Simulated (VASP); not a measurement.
# HgTe (Coloradoite) (F-43m) in VASP: a series of runs

The runs below take HgTe (Coloradoite) through relaxation of cell and atoms, single point, with RPBE+D4, BLYP, PBE+D3(BJ).

Program: VASP 6.6.1. These are calculated values, not measurements. Logs are shortened: lines on timing, memory, paths and dates and some standing lists are left out, and cuts for length are marked.

## (1) The cell of the first run

It takes space group F-43m (No. 216, cubic). Conventional cell: a = 6.429 Å, b = 6.429 Å, c = 6.429 Å, α = 90.00°, β = 90.00°, γ = 90.00°. Within 3.7 Å of Hg (site symmetry -43m) lie 4 Te at 2.78 Å. Within 3.7 Å of Te (site symmetry -43m) lie 4 Hg at 2.78 Å.

## (2) Relaxation of cell and atoms, RPBE+D4

The input, INCAR:

```
PREC = Accurate
ENCUT = 600
EDIFF = 1E-7
ISMEAR = -1
SIGMA = 0.05
LREAL = False
LASPH = True
NELM = 80
ALGO = Normal
ISIF = 3
LWAVE = False
LCHARG = False
GGA = RP
IVDW = 13
IBRION = 2
NSW = 80
EDIFFG = -0.01
```

The input, KPOINTS:

```
Automatic mesh
0
Gamma
  7 7 7
```

The input, POSCAR:

```
HgTe
1.0
    0.0000000000      3.2145000000      3.2145000000
    3.2145000000      0.0000000000      3.2145000000
    3.2145000000      3.2145000000      0.0000000000
Hg Te
1 1
Direct
    0.0000000000      0.0000000000      0.0000000000
    0.7500000000      0.7500000000      0.7500000000
```

Potentials or basis: VASP PAW PBE potentials, release 64 (Hg, Te).

The run is started by

```
$ cat potpaw_PBE.64/Hg/POTCAR potpaw_PBE.64/Te/POTCAR > POTCAR
$ mpirun -np 1 vasp_std > vasp.out
```

OUTCAR:

```text
PREC = Accurate
   ENCUT = 600
   EDIFF = 1E-7
   ISMEAR = -1
   LREAL = False
   LASPH = True
   NELM = 80
   ISIF = 3
   GGA = RP
   IVDW = 13
   IBRION = 2
   NSW = 80
   EDIFFG = -0.01

 ion  position               nearest neighbor table
   1  0.000  0.000  0.000-   2 2.78   2 2.78   2 2.78   2 2.78
   2  0.750  0.750  0.750-   1 2.78   1 2.78   1 2.78   1 2.78

  LATTYP: Found a face centered cubic cell.
 ALAT       =     6.4290000000

  Lattice vectors:

 A1 = (   0.0000000000,   3.2145000000,   3.2145000000)
 A2 = (   3.2145000000,   0.0000000000,   3.2145000000)
 A3 = (   3.2145000000,   3.2145000000,   0.0000000000)

Analysis of symmetry for initial positions (statically):
=====================================================================
 Subroutine PRICEL returns:
 Original cell was already a primitive cell.

 Routine SETGRP: Setting up the symmetry group for a
 face centered cubic supercell.

 Subroutine GETGRP returns: Found 24 space group operations
 (whereof 24 operations were pure point group operations)
 out of a pool of 48 trial point group operations.

The static configuration has the point symmetry T_d .

Analysis of symmetry for dynamics (positions and initial velocities):
=====================================================================
 Subroutine PRICEL returns:
 Original cell was already a primitive cell.

 Routine SETGRP: Setting up the symmetry group for a
 face centered cubic supercell.

 Subroutine GETGRP returns: Found 24 space group operations
 (whereof 24 operations were pure point group operations)
 out of a pool of 48 trial point group operations.

The dynamic configuration has the point symmetry T_d .

 Subroutine INISYM returns: Found 24 space group operations
 (whereof 24 operations are pure point group operations),
 and found     1 'primitive' translations

----------------------------------------------------------------------------------------

                                     Primitive cell

  volume of cell :      66.4309

  direct lattice vectors                    reciprocal lattice vectors
     0.000000000  3.214500000  3.214500000    -0.155545186  0.155545186  0.155545186
     3.214500000  0.000000000  3.214500000     0.155545186 -0.155545186  0.155545186
     3.214500000  3.214500000  0.000000000     0.155545186  0.155545186 -0.155545186

  length of vectors
     4.545989496  4.545989496  4.545989496     0.269412165  0.269412165  0.269412165

  position of ions in fractional coordinates (direct lattice)
     0.000000000  0.000000000  0.000000000
     0.750000000  0.750000000  0.750000000

  ion indices of the primitive-cell ions
   primitive index   ion index
                 1           1
                 2           2

----------------------------------------------------------------------------------------

 KPOINTS: Automatic mesh

Automatic generation of k-mesh.
 Grid dimensions read from file:
 generate k-points for:    7    7    7

 Generating k-lattice:

  Cartesian coordinates                     Fractional coordinates (reciprocal lattice)
    -0.022220741  0.022220741  0.022220741     0.142857143  0.000000000  0.000000000
     0.022220741 -0.022220741  0.022220741     0.000000000  0.142857143  0.000000000
     0.022220741  0.022220741 -0.022220741     0.000000000  0.000000000  0.142857143

  Length of vectors
     0.038487452  0.038487452  0.038487452

  Shift w.r.t. Gamma in fractional coordinates (k-lattice)
     0.000000000  0.000000000  0.000000000

 Subroutine IBZKPT returns following result:
 ===========================================

 Found     20 irreducible k-points:

 Following reciprocal coordinates:
            Coordinates               Weight
  0.000000  0.000000  0.000000      1.000000
  0.142857  0.000000  0.000000      8.000000
  0.285714  0.000000  0.000000      8.000000
  0.428571  0.000000  0.000000      8.000000
  0.142857  0.142857  0.000000      6.000000
  0.285714  0.142857  0.000000     24.000000
[... 12 lines left out ...]
 -0.428571  0.428571  0.142857     24.000000
 -0.285714  0.428571  0.142857     24.000000
   k-points           NKPTS =     20   k-points in BZ     NKDIM =     20   number of bands    NBANDS=     13
   number of dos      NEDOS =    301   number of ions     NIONS =      2
   total plane-waves  NPLWV =  46656
   dimension x,y,z NGX =    36 NGY =   36 NGZ =   36
   dimension x,y,z NGXF=    72 NGYF=   72 NGZF=   72
   ions per type =               1   1
   NGX,Y,Z   is equivalent  to a cutoff of  13.17, 13.17, 13.17 a.u.
   NGXF,Y,Z  is equivalent  to a cutoff of  26.33, 26.33, 26.33 a.u.
 SYSTEM =  unknown system
   PREC   = accura    normal or accurate (medium, high low for compatibility)
   ISTART =      0    job   : 0-new  1-cont  2-samecut
   ICHARG =      2    charge: 1-file 2-atom 10-const
   ISPIN  =      1    spin polarized calculation?
   LNONCOLLINEAR =      F non collinear calculations
   LSORBIT =      F    spin-orbit coupling
   LASPH  =      T    aspherical Exc in radial PAW
   ENCUT  =  600.0 eV  44.10 Ry    6.64 a.u.   9.08  9.08  9.08*2*pi/ulx,y,z
   NELM   =     80;   NELMIN=  2; NELMDL= -5     # of ELM steps
   EDIFF  = 0.1E-06   stopping-criterion for ELM
   LREAL  =      F    real-space projection
   EDIFFG = -.1E-01   stopping-criterion for IOM
   NSW    =     80    number of steps for IOM
   IBRION =      2    ionic relax: 0-MD 1-quasi-New 2-CG
   NFREE  =      1    steps in history (QN), initial steepest desc. (CG)
   ISIF   =      3    stress and relaxation
   ISYM   =      2    0-nonsym 1-usesym 2-fastsym
   POTIM  = 0.5000    time-step for ionic-motion
   TEBEG  =    0.0;   TEEND  =   0.0 temperature during run
   PSTRESS=    0.0 pullay stress
   NELECT =      18.0000    total number of electrons
   NUPDOWN=      -1.0000    fix difference up-down
   EMIN   =  10.00;   EMAX   =-10.00  energy-range for DOS
   EFERMI =   0.00;   METHOD = LEGACY
   ISMEAR =    -1;   SIGMA  =   0.05  broadening in eV -4-tet -1-fermi 0-gaus
   EFERMI_NEDOS =   21; number of points for ismear=-14 and -15
   IALGO  =     38    algorithm
   IMIX   =      4    mixing-type and parameters
     AMIX     =   0.40;   BMIX     =  1.00
     AMIX_MAG =   1.60;   BMIX_MAG =  1.00
  volume/ion in A,a.u.               =      33.22       224.15
  Fermi-wavevector in a.u.,A,eV,Ry     =   1.059357  2.001894 15.268958  1.122237
  Thomas-Fermi vector in A             =   2.194699
   LORBIT       =      0    0 simple, 1 ext, 2 COOP (PROOUT), +10 PAW based schemes
   GGA     = RP    functional components
   LHFCALC =     F    Hartree Fock is set to
   AEXX    =    0.0000 exact exchange contribution
   IVDW    =    13    specifies the selected vdW correction
   LEPSILON=     F    determine dielectric tensor
   LRPA    =     F    only Hartree local field effects (RPA)
 conjugate gradient relaxation of ions
 non-spin polarized calculation
  energy-cutoff  :      600.00
  volume of cell :       66.43
 maximum number of plane-waves:      2239
   NGX = 19   NGY = 19   NGZ = 19

--------------------------------------- Ionic step        1  -------------------------------------------

 number of electron      18.0000000 magnetization

 Free energy of the ion-electron system (eV)
  ---------------------------------------------------
  ext. energy  EPLUGINS =         0.00000000
  ---------------------------------------------------
  free energy    TOTEN  =        -2.78228088 eV

  energy without entropy =       -2.78159011  energy(sigma->0) =       -2.78193549

------------------------ aborting loop because EDIFF is reached ----------------------------------------

  DFT-D4 for vdW energy calculation

  Edisp (eV):   -1.37387

  FORCE on cell =-STRESS in cart. coord.  units (eV):
  Direction    XX          YY          ZZ          XY          YZ          ZX
  --------------------------------------------------------------------------------------
  -------------------------------------------------------------------------------------
  Total       0.99366     0.99366     0.99366     0.00000     0.00000     0.00000
  in kB      23.96502    23.96502    23.96502     0.00000     0.00000     0.00000
  external pressure =       23.97 kB  Pullay stress =        0.00 kB

 VOLUME and BASIS-vectors are now :
 -----------------------------------------------------------------------------
  energy-cutoff  :      600.00
  volume of cell :       66.43
      direct lattice vectors                 reciprocal lattice vectors
     0.000000000  3.214500000  3.214500000    -0.155545186  0.155545186  0.155545186
     3.214500000  0.000000000  3.214500000     0.155545186 -0.155545186  0.155545186
     3.214500000  3.214500000  0.000000000     0.155545186  0.155545186 -0.155545186
[... 41 lines left out ...]
 POSITION                                       TOTAL-FORCE (eV/Angst)
 -----------------------------------------------------------------------------------
      0.00000      0.00000      0.00000        -0.000000     -0.000000     -0.000000
      4.93732      4.93732      4.93732         0.000000      0.000000      0.000000
 -----------------------------------------------------------------------------------
    total drift:                                0.000000      0.000000      0.000000

  FREE ENERGIE OF THE ION-ELECTRON SYSTEM (eV)
  ---------------------------------------------------
  free  energy   TOTEN  =        -4.1800526482 eV

  energy  without entropy=       -4.1792761665  energy(sigma->0) =       -4.17966441

--------------------------------------- Ionic step        3  -------------------------------------------

 number of electron      18.0000002 magnetization

 Free energy of the ion-electron system (eV)
  ---------------------------------------------------
  ext. energy  EPLUGINS =         0.00000000
  ---------------------------------------------------
  free energy    TOTEN  =        -2.89533306 eV

  energy without entropy =       -2.89457852  energy(sigma->0) =       -2.89495579

 E-fermi :   2.8634     XC(G=0):  -8.3436

 val. band max:        2.8189017506   @ k =   0.0000   0.0000   0.0000
 cond. band min:       3.5608033967   @ k =   0.1429   0.0000   0.0000
 fundamental gap:      0.7419016461
 Fermi energy:         2.8634380785

 k-point     1 :       0.0000    0.0000    0.0000
  band No.  band energies     occupation
      1      -8.8612      2.00000
      2      -4.3269      2.00000
      3      -4.3269      2.00000
      4      -4.3269      2.00000
      5      -3.8461      2.00000
      6      -3.8461      2.00000
      7       2.1007      2.00000
      8       2.8189      1.41808
      9       2.8189      1.41808
     10       2.8189      1.41808
     11       7.1647      0.00000
     12       7.1647      0.00000
     13       7.1647      0.00000

 k-point     2 :       0.1429    0.0000    0.0000
  band No.  band energies     occupation
      1      -8.7703      2.00000
      2      -4.3019      2.00000
      3      -4.3019      2.00000
      4      -4.2845      2.00000
      5      -3.8480      2.00000
      6      -3.8480      2.00000
      7       0.8160      2.00000
      8       2.6171      1.98561
      9       2.6171      1.98561
     10       3.5608      0.00000
     11       7.1754      0.00000
[... 314 lines left out ...]
 POSITION                                       TOTAL-FORCE (eV/Angst)
 -----------------------------------------------------------------------------------
      0.00000      0.00000      0.00000         0.000000      0.000000      0.000000
      4.90969      4.90969      4.90969        -0.000000     -0.000000     -0.000000
 -----------------------------------------------------------------------------------
    total drift:                                0.000000      0.000000      0.000000

  FREE ENERGIE OF THE ION-ELECTRON SYSTEM (eV)
  ---------------------------------------------------
  free  energy   TOTEN  =        -4.1823671084 eV

  energy  without entropy=       -4.1816125653  energy(sigma->0) =       -4.18198984

 reached required accuracy - stopping structural energy minimisation
```

Wall time 79 s (1 thread of Intel Xeon 8259CL, shared host); peak memory 0.23 GiB.

Results:

| Item | Value |
| --- | --- |
| Free energy | -4.1824 eV |
| Relaxed volume | 35.07 Å³/atom |
| Relaxed cell | a = 4.629 Å, b = 4.629 Å, c = 4.629 Å, α = 60.00°, β = 60.00°, γ = 60.00° |
| Space group after relaxing (to 0.05 Å) | F-43m (No. 216) |
| Energy gained by relaxing | 13.1 meV/atom |
| Ionic steps | 3 |
| Pressure after relaxing | 0.0 GPa |
| Band gap on the k mesh | zero (filled and empty bands touch) |
| Dispersion energy per atom | -0.644 eV |

Step by step:
| step | energy change (eV) | largest force (eV/Å) | pressure (GPa) | volume (Å³) |
| --- | --- | --- | --- | --- |
| 1 | 0.0000 | 0.0000 | 2.40 | 66.43 |
| 2 | -0.0239 | 0.0000 | -0.61 | 71.32 |
| 3 | -0.0262 | 0.0000 | 0.01 | 70.13 |

Final structure:
```
Hg Te
1.0
     0.00000    3.27313    3.27313
     3.27313    0.00000    3.27313
     3.27313    3.27313    0.00000
Hg Te
1 1
Direct
  0.00000 0.00000 0.00000
  0.75000 0.75000 0.75000
```

Levels at points of the mesh, in eV from the Fermi level:
```
           k point  band 5  band 6  band 7  band 8  band 9  band 10  band 11  band 12  band 13
(0.00, 0.00, 0.00)   -6.71   -6.71   -0.76   -0.04   -0.04    -0.04     4.30     4.30     4.30
```

Caveat: the PAW data sets were made with another functional, which shifts forces and pressure a little; spin-orbit coupling is left out, which moves the levels of the heavy elements; pairwise dispersion overbinds metals, which lowers pressure and volume. Zero-point motion and thermal expansion aren't in these numbers.

## (3) Single point, BLYP

This run uses another cell than the first one, of 33.88 Å³/atom, 1.020 times its volume.

The input, INCAR:

```
SYSTEM = HgTe
AGGAC    = 1.0          
AGGAX    = 1.0          
ALDAC    = 0.0          
ALDAX    = 1.0          
ALGO     = Normal         ! electronic algorithm
EDIFF    = 1E-7           ! SCF threshold, eV
ENCUT    = 520            ! plane-wave cutoff, eV
GGA      = B5             ! functional
ISIF     = 2              ! what is computed and relaxed
ISMEAR   = -1             ! smearing method
LASPH    = .True.         ! aspherical terms in the spheres
LCHARG   = .False.        ! write CHGCAR
LREAL    = .False.        ! projectors in reciprocal space
LWAVE    = .False.        ! write WAVECAR
NBANDS   = 16             ! bands
NELM     = 80             ! most SCF steps
PREC     = Accurate       ! precision mode
SIGMA    = 0.05           ! smearing width, eV
```

The input, KPOINTS:

```
k-points
0
Gamma
  7 7 7
  0 0 0
```

The input, POSCAR:

```
HgTe
1.0
    0.0000000000      3.2357886999      3.2357886999
    3.2357886999      0.0000000000      3.2357886999
    3.2357886999      3.2357886999      0.0000000000
Hg Te
1 1
Direct
    0.0000000000      0.0000000000      0.0000000000
    0.7500000000      0.7500000000      0.7500000000
```

Potentials or basis: VASP PAW PBE potentials, release 64 (Hg, Te).

The run is started by

```
$ cat potpaw_PBE.64/Hg/POTCAR potpaw_PBE.64/Te/POTCAR > POTCAR
$ mpirun -np 1 vasp_std > vasp.out
```

It took 20 s on 1 thread of Intel Xeon 6975P-C (Granite Rapids), shared host; peak memory 0.2 GiB.

The run converged. Its results:

| Property | Result |
| --- | --- |
| Free energy | -2.4784 eV |
| Pressure | 7.0 GPa |
| Band gap on the k mesh | zero (filled and empty bands touch) |

Levels at points of the mesh, in eV from the Fermi level:
```csv
k point,band 5,band 6,band 7,band 8,band 9,band 10,band 11,band 12,band 13,band 14
"(0.00, 0.00, 0.00)",-6.88,-6.88,-0.85,-0.04,-0.04,-0.04,4.22,4.22,4.22,6.59
```

Caveat: the PAW data sets were made with another functional, which shifts forces and pressure a little; spin-orbit coupling is left out, which moves the levels of the heavy elements.

## (4) Single point, BLYP

This run uses another cell than the first one, of 34.54 Å³/atom, 1.040 times its volume.

The input, INCAR:

```
SYSTEM = HgTe
AGGAC = 1.0
AGGAX = 1.0
ALDAC = 0.0
ALDAX = 1.0
ALGO = Normal
EDIFF = 1E-7
ENCUT = 520
GGA = B5
ISIF = 2
ISMEAR = -1
LASPH = .True.
LCHARG = .False.
LREAL = .False.
LWAVE = .False.
NBANDS = 16
NELM = 80
PREC = Accurate
SIGMA = 0.05
```

KPOINTS is that of step 3.

The input, POSCAR:

```
HgTe
1.0
    0.0000000000      3.2568009036      3.2568009036
    3.2568009036      0.0000000000      3.2568009036
    3.2568009036      3.2568009036      0.0000000000
Hg Te
1 1
Direct
    0.0000000000      0.0000000000      0.0000000000
    0.7500000000      0.7500000000      0.7500000000
```

The run is started by

```
$ cat potpaw_PBE.64/Hg/POTCAR potpaw_PBE.64/Te/POTCAR > POTCAR
$ mpirun -np 1 vasp_std > vasp.out
```

Wall time 21 s (1 thread of Intel Xeon 6975P-C (Granite Rapids), shared host); peak memory 0.21 GiB.

It converged, with:

| Quantity | Value |
| --- | --- |
| Free energy | -2.5318 eV |
| Pressure | 5.9 GPa |
| Band gap on the k mesh | zero (filled and empty bands touch) |

Levels at points of the mesh, in eV from the Fermi level:
| k point | band 7 | band 8 | band 9 | band 10 | band 11 | band 12 |
| --- | --- | --- | --- | --- | --- | --- |
| (0.00, 0.00, 0.00) | -0.89 | -0.04 | -0.04 | -0.04 | 4.25 | 4.25 |

Caveat: the PAW data sets were made with another functional, which shifts forces and pressure a little; spin-orbit coupling is left out, which moves the levels of the heavy elements.

(Part 1 of 2 ends here.)
